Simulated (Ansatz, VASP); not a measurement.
## Si2Mo: VASP beside Ansatz

```xyz
3
Lattice="-1.6211 1.6211 3.9822 1.6211 -1.6211 3.9822 1.6211 1.6211 -3.9822" Properties=species:S:1:pos:R:3 pbc="T T T"
Si    0.0000    0.0000    2.6722
Si    0.0000    0.0000    5.2923
Mo    0.0000    0.0000    0.0000
```

Change from the starting cell: volume scaled by 1.04, ions relaxed.

Alike in both runs: functional PBE; k mesh 20 × 20 × 20; occupations fermi-dirac, width 0.05 eV; no spin polarisation.

Ansatz relaxed the structure, and its values are those at the end. VASP's run is a single point on that final structure, the one shown.

|  | VASP | Ansatz |
| --- | --- | --- |
| version | VASP 6.6.1 | Ansatz 0.2.0 |
| potentials or method | VASP PAW PBE potentials, release 64 (Si, Mo_sv) | plane-wave PAW, scalar-relativistic |
| plane-wave cutoff (eV) | 520 | 420 |
| valence electrons in the cell | 22 | 22 |

Ansatz gave:

* pressure (GPa): -5.3
* rms of the force components (eV/Å): 0.007

Question: Estimate VASP's values.

Answer: Pressure (GPa): -5.2; rms of the force components (eV/Å): 0.005.

Ansatz's warnings: stress scf threshold loose.
